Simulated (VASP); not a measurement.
# Cd (Fm-3m) in VASP: further runs

Runs on Cd. Level: PBE. Tasks: single point, relaxation of cell and atoms.

All numbers are computed with VASP 6.6.1; they aren't measurements. Logs are shortened: lines on timing, memory, paths and dates and some standing lists are left out, and cuts for length are marked.

## 1. The cell of the first run

Symmetry: Fm-3m, No. 225, cubic system. The conventional cell has a = 4.507 Å, b = 4.507 Å, c = 4.507 Å, α = 90.00°, β = 90.00°, γ = 90.00°. Cd (site symmetry m-3m) has 12 Cd at 3.19 Å within 4.2 Å.

## 2. Single point, PBE

The input, INCAR:

```
SYSTEM = Cd
ALGO = Normal
EDIFF = 1E-7
ENCUT = 520
GGA = PE
ISIF = 2
ISMEAR = 0
LASPH = .True.
LCHARG = .False.
LREAL = .False.
LWAVE = .False.
NBANDS = 12
NELM = 100
PREC = Accurate
SIGMA = 0.1
```

The input, KPOINTS:

```
k-points
0
Gamma
  16 16 16
  0 0 0
```

The input, POSCAR:

```
Cd
1.0
    0.0000000000      2.2537458027      2.2537458027
    2.2537458027      0.0000000000      2.2537458027
    2.2537458027      2.2537458027      0.0000000000
Cd
1
Direct
    0.0000000000      0.0000000000      0.0000000000
```

Potentials or basis: VASP PAW PBE potentials, release 64 (Cd).

On the command line:

```sh
> cat potpaw_PBE.64/Cd/POTCAR > POTCAR
> mpirun -np 1 vasp_std > vasp.out
```

OUTCAR:

```text
SYSTEM = Cd
   EDIFF = 1E-7
   ENCUT = 520
   GGA = PE
   ISIF = 2
   ISMEAR = 0
   LASPH = .True.
   LREAL = .False.
   NELM = 100
   PREC = Accurate

 ion  position               nearest neighbor table
   1  0.000  0.000  0.000-

  LATTYP: Found a face centered cubic cell.
 ALAT       =     4.5074916054

  Lattice vectors:

 A1 = (   0.0000000000,   2.2537458027,   2.2537458027)
 A2 = (   2.2537458027,   0.0000000000,   2.2537458027)
 A3 = (   2.2537458027,   2.2537458027,   0.0000000000)

Analysis of symmetry for initial positions (statically):
=====================================================================
 Subroutine PRICEL returns:
 Original cell was already a primitive cell.

 Routine SETGRP: Setting up the symmetry group for a
 face centered cubic supercell.

 Subroutine GETGRP returns: Found 48 space group operations
 (whereof 48 operations were pure point group operations)
 out of a pool of 48 trial point group operations.

The static configuration has the point symmetry O_h .

Analysis of symmetry for dynamics (positions and initial velocities):
=====================================================================
 Subroutine PRICEL returns:
 Original cell was already a primitive cell.

 Routine SETGRP: Setting up the symmetry group for a
 face centered cubic supercell.

 Subroutine GETGRP returns: Found 48 space group operations
 (whereof 48 operations were pure point group operations)
 out of a pool of 48 trial point group operations.

The dynamic configuration has the point symmetry O_h .

 Subroutine INISYM returns: Found 48 space group operations
 (whereof 48 operations are pure point group operations),
 and found     1 'primitive' translations

----------------------------------------------------------------------------------------

                                     Primitive cell

  volume of cell :      22.8952

  direct lattice vectors                    reciprocal lattice vectors
     0.000000000  2.253745803  2.253745803    -0.221852881  0.221852881  0.221852881
     2.253745803  0.000000000  2.253745803     0.221852881 -0.221852881  0.221852881
     2.253745803  2.253745803  0.000000000     0.221852881  0.221852881 -0.221852881

  length of vectors
     3.187277880  3.187277880  3.187277880     0.384260462  0.384260462  0.384260462

  position of ions in fractional coordinates (direct lattice)
     0.000000000  0.000000000  0.000000000

  ion indices of the primitive-cell ions
   primitive index   ion index
                 1           1

----------------------------------------------------------------------------------------

 KPOINTS: k-points

Automatic generation of k-mesh.
 Grid dimensions read from file:
 generate k-points for:   16   16   16

 Generating k-lattice:

  Cartesian coordinates                     Fractional coordinates (reciprocal lattice)
    -0.013865805  0.013865805  0.013865805     0.062500000  0.000000000  0.000000000
     0.013865805 -0.013865805  0.013865805     0.000000000  0.062500000  0.000000000
     0.013865805  0.013865805 -0.013865805     0.000000000  0.000000000  0.062500000

  Length of vectors
     0.024016279  0.024016279  0.024016279

  Shift w.r.t. Gamma in fractional coordinates (k-lattice)
     0.000000000  0.000000000  0.000000000

 Subroutine IBZKPT returns following result:
 ===========================================

 Found    145 irreducible k-points:

 Following reciprocal coordinates:
            Coordinates               Weight
  0.000000  0.000000  0.000000      1.000000
  0.062500  0.000000  0.000000      8.000000
  0.125000  0.000000  0.000000      8.000000
  0.187500  0.000000  0.000000      8.000000
  0.250000  0.000000  0.000000      8.000000
  0.312500  0.000000  0.000000      8.000000
[... 16 lines left out ...]
 -0.125000  0.062500  0.000000     24.000000
 -0.062500  0.062500  0.000000     12.000000
 [... further k-points ...]
   k-points           NKPTS =    145   k-points in BZ     NKDIM =    145   number of bands    NBANDS=     12
   number of dos      NEDOS =    301   number of ions     NIONS =      1
   total plane-waves  NPLWV =  13824
   dimension x,y,z NGX =    24 NGY =   24 NGZ =   24
   dimension x,y,z NGXF=    48 NGYF=   48 NGZF=   48
   ions per type =               1
   NGX,Y,Z   is equivalent  to a cutoff of  12.52, 12.52, 12.52 a.u.
   NGXF,Y,Z  is equivalent  to a cutoff of  25.04, 25.04, 25.04 a.u.
 SYSTEM =  Cd
   PREC   = accura    normal or accurate (medium, high low for compatibility)
   ISTART =      0    job   : 0-new  1-cont  2-samecut
   ICHARG =      2    charge: 1-file 2-atom 10-const
   ISPIN  =      1    spin polarized calculation?
   LNONCOLLINEAR =      F non collinear calculations
   LSORBIT =      F    spin-orbit coupling
   LASPH  =      T    aspherical Exc in radial PAW
   ENCUT  =  520.0 eV  38.22 Ry    6.18 a.u.   5.93  5.93  5.93*2*pi/ulx,y,z
   NELM   =    100;   NELMIN=  2; NELMDL= -5     # of ELM steps
   EDIFF  = 0.1E-06   stopping-criterion for ELM
   LREAL  =      F    real-space projection
   EDIFFG = 0.1E-05   stopping-criterion for IOM
   NSW    =      0    number of steps for IOM
   IBRION =     -1    ionic relax: 0-MD 1-quasi-New 2-CG
   NFREE  =      0    steps in history (QN), initial steepest desc. (CG)
   ISIF   =      2    stress and relaxation
   ISYM   =      2    0-nonsym 1-usesym 2-fastsym
   POTIM  = 0.5000    time-step for ionic-motion
   TEBEG  =    0.0;   TEEND  =   0.0 temperature during run
   PSTRESS=    0.0 pullay stress
   NELECT =      12.0000    total number of electrons
   NUPDOWN=      -1.0000    fix difference up-down
   EMIN   =  10.00;   EMAX   =-10.00  energy-range for DOS
   EFERMI =   0.00;   METHOD = LEGACY
   ISMEAR =     0;   SIGMA  =   0.10  broadening in eV -4-tet -1-fermi 0-gaus
   EFERMI_NEDOS =   21; number of points for ismear=-14 and -15
   IALGO  =     38    algorithm
   IMIX   =      4    mixing-type and parameters
     AMIX     =   0.40;   BMIX     =  1.00
     AMIX_MAG =   1.60;   BMIX_MAG =  1.00
  volume/ion in A,a.u.               =      22.90       154.50
  Fermi-wavevector in a.u.,A,eV,Ry     =   1.319938  2.494322 23.704577  1.742237
  Thomas-Fermi vector in A             =   2.449801
   LORBIT       =      0    0 simple, 1 ext, 2 COOP (PROOUT), +10 PAW based schemes
   GGA     = PE    functional components
   LHFCALC =     F    Hartree Fock is set to
   AEXX    =    0.0000 exact exchange contribution
   IVDW    =     0    specifies the selected vdW correction
   LEPSILON=     F    determine dielectric tensor
   LRPA    =     F    only Hartree local field effects (RPA)
 non-spin polarized calculation
 Gauss-broadening in eV      SIGMA  =   0.10
  energy-cutoff  :      520.00
  volume of cell :       22.90
 maximum number of plane-waves:       636
   NGX = 11   NGY = 11   NGZ = 11

 number of electron      11.9999992 magnetization

 Free energy of the ion-electron system (eV)
  ---------------------------------------------------
  ext. energy  EPLUGINS =         0.00000000
  ---------------------------------------------------
  free energy    TOTEN  =        -0.73769274 eV

  energy without entropy =       -0.73513952  energy(sigma->0) =       -0.73641613

 E-fermi :   2.4937     XC(G=0): -10.7352

 val. band max:        2.4920055994   @ k =   0.4375   0.0000   0.0000
 cond. band min:       2.5642797600   @ k =  -0.3125   0.3750   0.1250
 fundamental gap:      0.0722741607
 Fermi energy:         2.4936588500

 k-point     1 :       0.0000    0.0000    0.0000
  band No.  band energies     occupation
      1      -6.5117      2.00000
      2      -6.5117      2.00000
      3      -6.5117      2.00000
      4      -6.1037      2.00000
      5      -6.1037      2.00000
      6      -5.9386      2.00000
      7      16.2255      0.00000
      8      16.9791      0.00000
      9      16.9791      0.00000
     10      16.9791      0.00000
     11      20.2795      0.00000
     12      20.2795      0.00000

 k-point     2 :       0.0625    0.0000    0.0000
  band No.  band energies     occupation
      1      -6.5209      2.00000
      2      -6.4968      2.00000
      3      -6.4968      2.00000
      4      -6.1073      2.00000
      5      -6.1073      2.00000
      6      -5.8404      2.00000
      7      15.4132      0.00000
      8      16.4274      0.00000
      9      16.8115      0.00000
     10      16.8115      0.00000
     11      20.5664      0.00000
     12      20.5664      0.00000

 k-point     3 :       0.1250    0.0000    0.0000
  band No.  band energies     occupation
      1      -6.5589      2.00000
      2      -6.4598      2.00000
      3      -6.4598      2.00000
      4      -6.1110      2.00000
      5      -6.1110      2.00000
      6      -5.5326      2.00000
      7      13.1693      0.00000
      8      16.3853      0.00000
      9      16.4272      0.00000
     10      16.4272      0.00000
     11      20.6831      0.00000
     12      21.2564      0.00000

 k-point     4 :       0.1875    0.0000    0.0000
  band No.  band energies     occupation
      1      -6.6279      2.00000
      2      -6.4258      2.00000
      3      -6.4258      2.00000
      4      -6.0934      2.00000
      5      -6.0934      2.00000
      6      -5.0058      2.00000
      7      10.8216      0.00000
      8      15.9846      0.00000
      9      15.9846      0.00000
     10      16.3137      0.00000
     11      20.3388      0.00000
     12      21.1396      0.00000

 k-point     5 :       0.2500    0.0000    0.0000
  band No.  band energies     occupation
      1      -6.7143      2.00000
      2      -6.4220      2.00000
      3      -6.4220      2.00000
      4      -6.0334      2.00000
      5      -6.0334      2.00000
      6      -4.2643      2.00000
      7       8.5413      0.00000
      8      15.5588      0.00000
      9      15.5588      0.00000
     10      16.1296      0.00000
     11      20.1166      0.00000
     12      20.2154      0.00000

 k-point     6 :       0.3125    0.0000    0.0000
  band No.  band energies     occupation
      1      -6.8014      2.00000
      2      -6.4452      2.00000
      3      -6.4452      2.00000
      4      -5.9433      2.00000
      5      -5.9433      2.00000
      6      -3.3154      2.00000
      7       6.3755      0.00000
      8      15.1830      0.00000
      9      15.1830      0.00000
     10      15.8632      0.00000
     11      19.4423      0.00000
     12      19.4423      0.00000

 k-point     7 :       0.3750    0.0000    0.0000
  band No.  band energies     occupation
      1      -6.8749      2.00000
      2      -6.4754      2.00000
      3      -6.4754      2.00000
      4      -5.8536      2.00000
      5      -5.8536      2.00000
      6      -2.1679      2.00000
      7       4.3502      0.00000
      8      14.8831      0.00000
      9      14.8831      0.00000
     10      15.5992      0.00000
     11      18.8873      0.00000
     12      18.8873      0.00000

 k-point     8 :       0.4375    0.0000    0.0000
  band No.  band energies     occupation
      1      -6.9237      2.00000
      2      -6.4984      2.00000
      3      -6.4984      2.00000
      4      -5.7895      2.00000
      5      -5.7895      2.00000
      6      -0.8393      2.00000
      7       2.4920      1.01865
      8      14.6868      0.00000
      9      14.6868      0.00000
     10      15.4126      0.00000
     11      18.5580      0.00000
     12      18.5580      0.00000
[... 166 lines left out ...]
 k-point    20 :      -0.3125    0.0625    0.0000
  band No.  band energies     occupation
      1      -6.8035      2.00000
      2      -6.4600      2.00000
      3      -6.4367      2.00000
      4      -5.9654      2.00000
      5      -5.9040      2.00000
      6      -2.8506      2.00000
      7       5.7621      0.00000
      8      13.3005      0.00000
      9      15.7500      0.00000
     10      16.0155      0.00000
     11      18.8042      0.00000
     12      19.2655      0.00000

 k-point    21 :      -0.2500    0.0625    0.0000
  band No.  band energies     occupation
      1      -6.7230      2.00000
      2      -6.4320      2.00000
      3      -6.4077      2.00000
      4      -6.0677      2.00000
      5      -5.9864      2.00000
      6      -3.8656      2.00000
      7       7.8808      0.00000
      8      13.4794      0.00000
      9      16.4624      0.00000
     10      16.5407      0.00000
     11      19.1786      0.00000
     12      19.2207      0.00000

 k-point    22 :      -0.1875    0.0625    0.0000
  band No.  band energies     occupation
      1      -6.6403      2.00000
      2      -6.4237      2.00000
      3      -6.4016      2.00000
      4      -6.1377      2.00000
      5      -6.0557      2.00000
      6      -4.6773      2.00000
      7      10.1240      0.00000
      8      13.7970      0.00000
      9      16.9524      0.00000
     10      17.0562      0.00000
     11      19.3050      0.00000
     12      19.8929      0.00000

 k-point    23 :      -0.1250    0.0625    0.0000
  band No.  band energies     occupation
      1      -6.5728      2.00000
      2      -6.4430      2.00000
      3      -6.4350      2.00000
      4      -6.1501      2.00000
      5      -6.0908      2.00000
      6      -5.2795      2.00000
      7      12.4563      0.00000
      8      14.2367      0.00000
      9      17.0278      0.00000
     10      17.3900      0.00000
     11      19.7193      0.00000
     12      20.7795      0.00000

 k-point    24 :      -0.0625    0.0625    0.0000
  band No.  band energies     occupation
      1      -6.5358      2.00000
      2      -6.4772      2.00000
      3      -6.4723      2.00000
      4      -6.1301      2.00000
      5      -6.0997      2.00000
      6      -5.6676      2.00000
      7      14.7427      0.00000
      8      14.8306      0.00000
      9      16.8255      0.00000
     10      17.3115      0.00000
     11      20.3267      0.00000
     12      20.3870      0.00000

 [... further k-points ...]
[... 5 lines left out ...]
  --------------------------------------------------------------------------------------
  -------------------------------------------------------------------------------------
  Total        0.0360945      0.0360945      0.0360945      0.0000000      0.0000000     -0.0000000
  in kB        2.5258469      2.5258469      2.5258469      0.0000000      0.0000000     -0.0000000
  external PRESSURE =       2.5258469 kB  Pullay stress =       0.0000000 kB

 VOLUME and BASIS-vectors are now :
 -----------------------------------------------------------------------------
  energy-cutoff  :      520.00
  volume of cell :       22.90
      direct lattice vectors                 reciprocal lattice vectors
     0.000000000  2.253745803  2.253745803    -0.221852881  0.221852881  0.221852881
     2.253745803  0.000000000  2.253745803     0.221852881 -0.221852881  0.221852881
     2.253745803  2.253745803  0.000000000     0.221852881  0.221852881 -0.221852881

 POSITION                                       TOTAL-FORCE (eV/Angst)
 -----------------------------------------------------------------------------------
      0.00000      0.00000      0.00000         0.000000      0.000000      0.000000
 -----------------------------------------------------------------------------------
    total drift:                               -0.000000      0.000000     -0.000000

  FREE ENERGIE OF THE ION-ELECTRON SYSTEM (eV)
  ---------------------------------------------------
  free  energy   TOTEN  =        -0.7376927436 eV

  energy  without entropy=       -0.7351395204  energy(sigma->0) =       -0.73641613
```

Run time: 9.2 s. Hardware: 1 thread of Intel Xeon 6975P-C (Granite Rapids), shared host; peak memory 0.16 GiB.

Results:

```
Free energy            : -0.7377 eV
Pressure               : 0.3 GPa
Band gap on the k mesh : zero (band 6 reaches 4.35 eV, above the bottom of band 7 at 1.11 eV)
```

Levels at points of the mesh, in eV from the Fermi level:
| k point | band 4 | band 5 | band 6 | band 7 | band 8 | band 9 |
| --- | --- | --- | --- | --- | --- | --- |
| (0.00, 0.00, 0.00) | -8.60 | -8.60 | -8.43 | 13.73 | 14.49 | 14.49 |
| (0.50, 0.00, 0.00) | -8.26 | -8.26 | -2.13 | -1.39 | 12.12 | 12.12 |
| (0.50, 0.50, 0.00) | -8.17 | -8.17 | -0.67 | 1.22 | 6.63 | 6.63 |

[end of part 1 of 2]
